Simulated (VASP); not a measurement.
# SiC (Cmc2_1) in VASP: notebook

Aim: see how the results for SiC move with the level of theory and the settings. Levels: r2SCAN, PBE. Tasks: electric field gradients.

Everything below comes from runs of VASP 6.6.1. Logs are shortened: lines on timing, memory, paths and dates and some standing lists are left out, and cuts for length are marked.

## (1) The cell of the first run

The typed cell holds 12 atoms: a = 3.080 Å, b = 3.080 Å, c = 15.122 Å, α = 90.00°, β = 90.00°, γ = 120.04°.

## (2) Electric field gradients, r2SCAN

POSCAR

```
SiC
1.0
    1.5389000000     -2.6675000000      0.0000000000
    1.5389000000      2.6675000000      0.0000000000
    0.0000000000      0.0000000000     15.1219000000
Si C
6 6
Direct
    0.1666621203      0.8333378797      0.8577216708
    0.8333378797      0.1666621203      0.3577216708
    0.5001149745      0.4998850255      0.5245068537
    0.4998850255      0.5001149745      0.0245068537
    0.8334421551      0.1665578449      0.6912250794
    0.1665578449      0.8334421551      0.1912250794
    0.5001801525      0.4998198475      0.6498133106
    0.4998198475      0.5001801525      0.1498133106
    0.1666200557      0.8333799443      0.9826819003
    0.8333799443      0.1666200557      0.4826819003
    0.8333970490      0.1666029510      0.8161911851
    0.1666029510      0.8333970490      0.3161911851
```

INCAR.step1

```
PREC     = Accurate       # precision mode
ENCUT    = 520            # plane-wave cutoff, eV
ISMEAR   = -1             # smearing method
SIGMA    = 0.02           # smearing width, eV
LREAL    = False          # projectors in reciprocal space
LASPH    = True           # aspherical terms in the spheres
NELM     = 100            # most SCF steps
NBANDS   = 36             # bands
GGA      = PE             # functional
ALGO     = Normal         # electronic algorithm
EDIFF    = 1E-4           # SCF threshold, eV
LWAVE    = True           # write WAVECAR
LCHARG   = False          # write CHGCAR
KPAR     = 4
```

INCAR.step2

```
PREC     = Accurate       # precision mode
ENCUT    = 520            # plane-wave cutoff, eV
EDIFF    = 1E-8           # SCF threshold, eV
ISMEAR   = -1             # smearing method
SIGMA    = 0.02           # smearing width, eV
LREAL    = False          # projectors in reciprocal space
LASPH    = True           # aspherical terms in the spheres
NELM     = 100            # most SCF steps
ALGO     = Normal         # electronic algorithm
ISIF     = 2              # what is computed and relaxed
LWAVE    = False          # write WAVECAR
LCHARG   = False          # write CHGCAR
METAGGA  = R2SCAN         # meta-GGA
LMIXTAU  = True         
LEFG     = True         
NBANDS   = 36             # bands
ISTART   = 1            
KPAR     = 4
```

KPOINTS

```
regular mesh
0
Gamma
  16 16 3
```

Potentials or basis: VASP PAW PBE potentials, release 64 (Si, C).

On the command line:

```sh
$ cat potpaw_PBE.64/Si/POTCAR potpaw_PBE.64/C/POTCAR > POTCAR
$ cp INCAR.step1 INCAR
$ mpirun -np 4 vasp_std > vasp.out
$ cp INCAR.step2 INCAR
$ mpirun -np 4 vasp_std > vasp.out
```

OUTCAR:

```text
PREC = Accurate
   ENCUT = 520
   EDIFF = 1E-8
   ISMEAR = -1
   LREAL = False
   LASPH = True
   NELM = 100
   ISIF = 2
   METAGGA = R2SCAN
   ISTART = 1

 ion  position               nearest neighbor table
   1  0.167  0.833  0.858-  11 1.89  11 1.89  11 1.89   9 1.89   5 3.08   5 3.08   5 3.08   4 3.09
                             4 3.09   4 3.09
   2  0.833  0.167  0.358-  12 1.89  12 1.89  12 1.89  10 1.89   6 3.08   6 3.08   6 3.08   3 3.09
                             3 3.09   3 3.09
   3  0.500  0.500  0.525-  10 1.89  10 1.89  10 1.89   7 1.89   5 3.08   5 3.08   5 3.09   2 3.09
                             2 3.09   2 3.09
   4  0.500  0.500  0.025-   9 1.89   9 1.89   9 1.89   8 1.89   6 3.08   6 3.08   6 3.09   1 3.09
                             1 3.09   1 3.09
   5  0.833  0.167  0.691-   7 1.88   7 1.88   7 1.89  11 1.89   1 3.08   1 3.08   1 3.08   3 3.08
                             3 3.08   3 3.09
   6  0.167  0.833  0.191-   8 1.88   8 1.88   8 1.89  12 1.89   2 3.08   2 3.08   2 3.08   4 3.08
                             4 3.08   4 3.09
   7  0.500  0.500  0.650-   5 1.88   5 1.88   5 1.89   3 1.89
   8  0.500  0.500  0.150-   6 1.88   6 1.88   6 1.89   4 1.89
   9  0.167  0.833  0.983-   4 1.89   4 1.89   4 1.89   1 1.89
  10  0.833  0.167  0.483-   3 1.89   3 1.89   3 1.89   2 1.89
  11  0.833  0.167  0.816-   1 1.89   1 1.89   1 1.89   5 1.89
  12  0.167  0.833  0.316-   2 1.89   2 1.89   2 1.89   6 1.89

  LATTYP: Found a base centered orthorhombic cell.
 ALAT       =     3.0778000000
 B/A-ratio  =     1.7333809864
 C/A-ratio  =     4.9132172331

  Lattice vectors:

 A1 = (   1.5389000000,  -2.6675000000,   0.0000000000)
 A2 = (   1.5389000000,   2.6675000000,   0.0000000000)
 A3 = (   0.0000000000,   0.0000000000,  15.1219000000)

Analysis of symmetry for initial positions (statically):
=====================================================================
 Subroutine PRICEL returns:
 Original cell was already a primitive cell.

 Routine SETGRP: Setting up the symmetry group for a
 base centered orthorhombic supercell.

 Subroutine GETGRP returns: Found  4 space group operations
 (whereof  2 operations were pure point group operations)
 out of a pool of  8 trial point group operations.

The static configuration has the point symmetry C_1h.
 The point group associated with its full space group is C_2v.

Analysis of symmetry for dynamics (positions and initial velocities):
=====================================================================
 Subroutine PRICEL returns:
 Original cell was already a primitive cell.

 Routine SETGRP: Setting up the symmetry group for a
 base centered orthorhombic supercell.

 Subroutine GETGRP returns: Found  4 space group operations
 (whereof  2 operations were pure point group operations)
 out of a pool of  8 trial point group operations.

The dynamic configuration has the point symmetry C_1h.
 The point group associated with its full space group is C_2v.

 Subroutine INISYM returns: Found  4 space group operations
 (whereof  2 operations are pure point group operations),
 and found     1 'primitive' translations

----------------------------------------------------------------------------------------

                                     Primitive cell

  volume of cell :     124.1513

  direct lattice vectors                    reciprocal lattice vectors
     1.538900000 -2.667500000  0.000000000     0.324907401 -0.187441425  0.000000000
     1.538900000  2.667500000  0.000000000     0.324907401  0.187441425  0.000000000
     0.000000000  0.000000000 15.121900000     0.000000000  0.000000000  0.066129256

  length of vectors
     3.079572935  3.079572935 15.121900000     0.375098796  0.375098796  0.066129256

  position of ions in fractional coordinates (direct lattice)
     0.166662120  0.833337880  0.857721671
     0.833337880  0.166662120  0.357721671
     0.500114975  0.499885025  0.524506854
     0.499885025  0.500114975  0.024506854
     0.833442155  0.166557845  0.691225079
     0.166557845  0.833442155  0.191225079
     0.500180153  0.499819847  0.649813311
     0.499819847  0.500180153  0.149813311
     0.166620056  0.833379944  0.982681900
[... 118 lines left out ...]
   IVDW    =     0    specifies the selected vdW correction
   LEPSILON=     F    determine dielectric tensor
   LRPA    =     F    only Hartree local field effects (RPA)
 non-spin polarized calculation
  energy-cutoff  :      520.00
  volume of cell :      124.15
 maximum number of plane-waves:      3362
   NGX = 11   NGY = 11   NGZ = 57

 number of electron      48.0000000 magnetization

 Free energy of the ion-electron system (eV)
  ---------------------------------------------------
  ext. energy  EPLUGINS =         0.00000000
  ---------------------------------------------------
  free energy    TOTEN  =      -115.96406916 eV

  energy without entropy =     -115.96406916  energy(sigma->0) =     -115.96406916

 E-fermi :   8.4348     XC(G=0): -11.9323

 val. band max:        8.0366529582   @ k =   0.0000   0.0000   0.0000
 cond. band min:      10.4262720399   @ k =   0.5000   0.0000   0.0000
 fundamental gap:      2.3896190817
 Fermi energy:         8.4347602290

 k-point     1 :       0.0000    0.0000    0.0000
  band No.  band energies     occupation
      1      -8.2043      2.00000
      2      -7.6648      2.00000
      3      -7.6285      2.00000
      4      -6.0942      2.00000
      5      -6.0638      2.00000
      6      -4.5853      2.00000
[... 925 lines left out ...]
     35      15.8910      0.00000
     36      16.0347      0.00000

 [... further k-points ...]

------------------------ aborting loop because EDIFF is reached ----------------------------------------

  FORCE on cell =-STRESS in cart. coord.  units (eV):
  Direction    XX          YY          ZZ          XY          YZ          ZX
  --------------------------------------------------------------------------------------
  -------------------------------------------------------------------------------------
  Total       -0.1422889     -0.3874536     -0.5949251      0.0000000      0.0000000      0.0000000
  in kB       -1.8362442     -5.0001045     -7.6775327      0.0000000      0.0000000      0.0000000
  external PRESSURE =      -4.8379605 kB  Pullay stress =       0.0000000 kB

 VOLUME and BASIS-vectors are now :
 -----------------------------------------------------------------------------
  energy-cutoff  :      520.00
  volume of cell :      124.15
      direct lattice vectors                 reciprocal lattice vectors
     1.538900000 -2.667500000  0.000000000     0.324907401 -0.187441425  0.000000000
     1.538900000  2.667500000  0.000000000     0.324907401  0.187441425  0.000000000
     0.000000000  0.000000000 15.121900000     0.000000000  0.000000000  0.066129256

 POSITION                                       TOTAL-FORCE (eV/Angst)
 -----------------------------------------------------------------------------------
      1.53890      1.77836     12.97038         0.000000     -0.000512      0.000423
      1.53890     -1.77836      5.40943         0.000000      0.000512      0.000423
      1.53890     -0.00061      7.93154         0.000000      0.000281     -0.005783
      1.53890      0.00061      0.37059         0.000000     -0.000281     -0.005783
      1.53890     -1.77891     10.45264         0.000000     -0.000513      0.003074
      1.53890      1.77891      2.89169         0.000000      0.000513      0.003074
      1.53890     -0.00096      9.82641         0.000000      0.000533      0.005723
      1.53890      0.00096      2.26546         0.000000     -0.000533      0.005723
      1.53890      1.77858     14.86002         0.000000      0.000570     -0.005242
      1.53890     -1.77858      7.29907         0.000000     -0.000570     -0.005242
      1.53890     -1.77867     12.34236         0.000000      0.000477      0.001805
      1.53890      1.77867      4.78141         0.000000     -0.000477      0.001805
 -----------------------------------------------------------------------------------
    total drift:                               -0.000000      0.000000      0.000117

  FREE ENERGIE OF THE ION-ELECTRON SYSTEM (eV)
  ---------------------------------------------------
  free  energy   TOTEN  =      -115.9640691607 eV

  energy  without entropy=     -115.9640691607  energy(sigma->0) =     -115.96406916

 Electric field gradients (V/A^2)
---------------------------------------------------------------------
 ion       V_xx      V_yy      V_zz      V_xy      V_xz      V_yz
---------------------------------------------------------------------
   1      -1.071    -1.031     2.102     0.000     0.000    -0.085
   2      -1.071    -1.031     2.102    -0.000    -0.000     0.085
   3       0.150     0.189    -0.339     0.000    -0.000     0.085
   4       0.150     0.189    -0.339     0.000    -0.000    -0.085
   5      -1.435    -1.397     2.832    -0.000    -0.000    -0.082
   6      -1.435    -1.397     2.832     0.000    -0.000     0.082
   7      -1.198    -1.061     2.259    -0.000     0.000    -0.002
   8      -1.198    -1.061     2.259     0.000    -0.000     0.002
   9      -0.355    -0.222     0.577    -0.000    -0.000    -0.006
  10      -0.355    -0.222     0.577     0.000     0.000     0.006
  11      -0.219    -0.086     0.305     0.000     0.000    -0.005
  12      -0.219    -0.086     0.305     0.000    -0.000     0.005
---------------------------------------------------------------------

 Electric field gradients after diagonalization (V/A^2)
 (convention: |V_zz| > |V_xx| > |V_yy|)
----------------------------------------------------------------------
 ion       V_xx      V_yy      V_zz     asymmetry (V_yy - V_xx)/ V_zz
----------------------------------------------------------------------
   1      -1.071    -1.033     2.104       0.018
   2      -1.071    -1.033     2.104       0.018
   3       0.202     0.150    -0.352       0.148
   4       0.202     0.150    -0.352       0.148
   5      -1.435    -1.399     2.834       0.013
   6      -1.435    -1.399     2.834       0.013
   7      -1.198    -1.061     2.259       0.061
   8      -1.198    -1.061     2.259       0.061
   9      -0.355    -0.222     0.577       0.231
  10      -0.355    -0.222     0.577       0.231
  11      -0.219    -0.086     0.306       0.436
  12      -0.219    -0.086     0.306       0.436
----------------------------------------------------------------------

           NMR quadrupolar parameters

 Cq : quadrupolar parameter    Cq=e*Q*V_zz/h
 eta: asymmetry parameters     (V_yy - V_xx)/ V_zz
 Q  : nuclear electric quadrupole moment in mb (millibarn)
----------------------------------------------------------------------
 ion       Cq(MHz)       eta       Q (mb)
----------------------------------------------------------------------
   1       0.005       0.018       1.000
   2       0.005       0.018       1.000
   3      -0.001       0.148       1.000
   4      -0.001       0.148       1.000
   5       0.007       0.013       1.000
   6       0.007       0.013       1.000
   7       0.005       0.061       1.000
   8       0.005       0.061       1.000
   9       0.001       0.231       1.000
  10       0.001       0.231       1.000
  11       0.001       0.436       1.000
  12       0.001       0.436       1.000
----------------------------------------------------------------------
```

Wall time 22 min (4 MPI ranks of Oxide Virtual Turin-like, shared host); peak memory 0.55 GiB.

What came out:

| Item | Value |
| --- | --- |
| Free energy | -115.9641 eV |
| Pressure | -0.5 GPa |
| Largest force | 0.006 eV/Å |
| Band gap on the k mesh | 2.39 eV (least direct gap 3.55 eV) |
| Largest electric field gradient by atom | Si +2.1, -0.4, +2.8 (each value once); C +2.3, +0.6, +0.3 (each value once) V/Å² |

Forces on the atoms (eV/Å):
```
Si   0.000 -0.001  0.000
Si   0.000  0.001  0.000
Si   0.000  0.000 -0.006
Si   0.000  0.000 -0.006
Si   0.000 -0.001  0.003
Si   0.000  0.001  0.003
C    0.000  0.001  0.006
C    0.000 -0.001  0.006
C    0.000  0.001 -0.005
C    0.000 -0.001 -0.005
C    0.000  0.000  0.002
C    0.000  0.000  0.002
```

Electric field gradients, principal values (V/Å²):
| atom | least | middle | greatest (by size) |
| --- | --- | --- | --- |
| 1 Si | -1.033 | -1.071 | 2.104 |
| 2 Si | -1.033 | -1.071 | 2.104 |
| 3 Si | 0.150 | 0.202 | -0.352 |
| 4 Si | 0.150 | 0.202 | -0.352 |
| 5 Si | -1.399 | -1.435 | 2.834 |
| 6 Si | -1.399 | -1.435 | 2.834 |
| 7 C | -1.061 | -1.198 | 2.259 |
| 8 C | -1.061 | -1.198 | 2.259 |
| 9 C | -0.222 | -0.355 | 0.577 |
| 10 C | -0.222 | -0.355 | 0.577 |
| 11 C | -0.086 | -0.219 | 0.306 |
| 12 C | -0.086 | -0.219 | 0.306 |

Caveat: without QUAD_EFG the Cq values of the log hold for a quadrupole moment of 1 mb, not for the nuclei; the PAW data sets were made with another functional, which shifts forces and pressure a little. A k mesh can miss the band edges.

## (3) Electric field gradients, PBE (z stretched by -1 %)

INCAR

```
ALGO = Normal ; EDIFF = 1E-8
ENCUT = 520 ; GGA = PE
ISIF = 2 ; ISMEAR = -1
LASPH = T ; LCHARG = F
LEFG = T ; LREAL = F
LWAVE = F ; NBANDS = 36
NELM = 80 ; PREC = Accurate
SIGMA = 0.02
```

KPOINTS

```
k-points
0
Gamma
  10 10 2
```

POSCAR

```
SiC
1.0
    1.5389000000     -2.6675000000      0.0000000000
    1.5389000000      2.6675000000      0.0000000000
    0.0000000000      0.0000000000     14.9706810000
Si C
6 6
Direct
    0.1666620609      0.8333379391      0.8577214520
    0.8333379391      0.1666620609      0.3577214520
    0.5001149274      0.4998850726      0.5245066742
    0.4998850726      0.5001149274      0.0245066742
    0.8334420063      0.1665579937      0.6912249934
    0.1665579937      0.8334420063      0.1912249934
    0.5001800044      0.4998199956      0.6498136388
    0.4998199956      0.5001800044      0.1498136388
    0.1666200921      0.8333799079      0.9826819951
    0.8333799079      0.1666200921      0.4826819951
    0.8333969726      0.1666030274      0.8161912464
    0.1666030274      0.8333969726      0.3161912464
```

Potentials or basis: VASP PAW PBE potentials, release 64 (Si, C).

On the command line:

```sh
$ cat potpaw_PBE.64/Si/POTCAR potpaw_PBE.64/C/POTCAR > POTCAR
$ mpirun -np 1 vasp_std > vasp.out
```

OUTCAR:

```text
EDIFF = 1E-8
   ENCUT = 520
   GGA = PE
   ISIF = 2
   ISMEAR = -1
   LASPH = T
   LREAL = F
   NELM = 80
   PREC = Accurate

 ion  position               nearest neighbor table
   1  0.167  0.833  0.858-   9 1.87  11 1.88  11 1.88  11 1.88   5 3.06   5 3.06   5 3.06   4 3.07
                             4 3.07   4 3.07
   2  0.833  0.167  0.358-  10 1.87  12 1.88  12 1.88  12 1.88   6 3.06   6 3.06   6 3.06   3 3.07
                             3 3.07   3 3.07
   3  0.500  0.500  0.525-   7 1.88  10 1.88  10 1.88  10 1.89   5 3.06   5 3.06   5 3.06   2 3.07
                             2 3.07   2 3.07
   4  0.500  0.500  0.025-   8 1.88   9 1.88   9 1.88   9 1.89   6 3.06   6 3.06   6 3.06   1 3.07
                             1 3.07   1 3.07
   5  0.833  0.167  0.691-  11 1.87   7 1.88   7 1.88   7 1.88   1 3.06   1 3.06   1 3.06   3 3.06
                             3 3.06   3 3.06
   6  0.167  0.833  0.191-  12 1.87   8 1.88   8 1.88   8 1.88   2 3.06   2 3.06   2 3.06   4 3.06
                             4 3.06   4 3.06
   7  0.500  0.500  0.650-   3 1.88   5 1.88   5 1.88   5 1.88
   8  0.500  0.500  0.150-   4 1.88   6 1.88   6 1.88   6 1.88
[... 1223 lines left out ...]
   3       1.968     1.924    -3.893       0.011
   4       1.968     1.924    -3.893       0.011
   5       0.339     0.291    -0.631       0.076
   6       0.339     0.291    -0.631       0.076
   7      -0.427    -0.296     0.723       0.182
   8      -0.427    -0.296     0.723       0.182
   9       0.541     0.414    -0.956       0.133
  10       0.541     0.414    -0.956       0.133
  11       0.718     0.592    -1.310       0.097
  12       0.718     0.592    -1.310       0.097
----------------------------------------------------------------------

           NMR quadrupolar parameters

 Cq : quadrupolar parameter    Cq=e*Q*V_zz/h
 eta: asymmetry parameters     (V_yy - V_xx)/ V_zz
 Q  : nuclear electric quadrupole moment in mb (millibarn)
----------------------------------------------------------------------
 ion       Cq(MHz)       eta       Q (mb)
----------------------------------------------------------------------
   1      -0.003       0.042       1.000
   2      -0.003       0.042       1.000
   3      -0.009       0.011       1.000
   4      -0.009       0.011       1.000
   5      -0.002       0.076       1.000
   6      -0.002       0.076       1.000
   7       0.002       0.182       1.000
   8       0.002       0.182       1.000
   9      -0.002       0.133       1.000
  10      -0.002       0.133       1.000
  11      -0.003       0.097       1.000
  12      -0.003       0.097       1.000
----------------------------------------------------------------------
```

stdout:

```text
POSCAR found type information on POSCAR SiC
 POSCAR found :  2 types and      12 ions
 scaLAPACK will be used
 LDA part: xc-table for (Slater+PW92), standard interpolation
 POSCAR, INCAR and KPOINTS ok, starting setup
 FFT: planning ... GRIDC
 FFT: planning ... GRID_SOFT
 FFT: planning ... GRID
 WAVECAR not read
 entering main loop
ion   1

ion   2

ion   3

ion   4

ion   5

ion   6

ion   7

ion   8

ion   9

ion  10

ion  11

ion  12
```

Wall time 7.5 min (1 thread of Oxide Virtual Turin-like, shared host); peak memory 0.32 GiB.

Results:

```yaml
Free_energy: -90.3093 eV
Pressure: 5.5 GPa
Largest_force: 0.112 eV/Å
Band_gap_on_the_k_mesh: 2.03 eV (least direct gap 3.11 eV)
Largest_electric_field_gradient_by_atom: Si -1.2, -3.9, -0.6 (each value once); C +0.7, -1.0, -1.3 (each value once) V/Å²
```

Forces on the atoms (eV/Å):
```
Si   0.000  0.000 -0.111
Si   0.000  0.000 -0.111
Si   0.000  0.000 -0.100
Si   0.000  0.000 -0.100
Si   0.000  0.000 -0.112
Si   0.000  0.000 -0.112
C    0.000  0.000  0.111
C    0.000  0.000  0.111
C    0.000  0.000  0.102
C    0.000  0.000  0.102
C    0.000  0.000  0.109
C    0.000  0.000  0.109
```

Electric field gradients, principal values (V/Å²):
| atom | least | middle | greatest (by size) |
| --- | --- | --- | --- |
| 1 Si | 0.563 | 0.612 | -1.175 |
| 2 Si | 0.563 | 0.612 | -1.175 |
| 3 Si | 1.924 | 1.968 | -3.893 |
| 4 Si | 1.924 | 1.968 | -3.893 |
| 5 Si | 0.291 | 0.339 | -0.631 |
| 6 Si | 0.291 | 0.339 | -0.631 |
| 7 C | -0.296 | -0.427 | 0.723 |
| 8 C | -0.296 | -0.427 | 0.723 |
| 9 C | 0.414 | 0.541 | -0.956 |
| 10 C | 0.414 | 0.541 | -0.956 |
| 11 C | 0.592 | 0.718 | -1.310 |
| 12 C | 0.592 | 0.718 | -1.310 |

Caveat: the cell differs from its parent crystal (z stretched by -1 %); the stress differs along the axes, from 4 to 9 GPa; without QUAD_EFG the Cq values of the log hold for a quadrupole moment of 1 mb, not for the nuclei. A k mesh can miss the band edges.

(Part 1 of 2 ends here.)
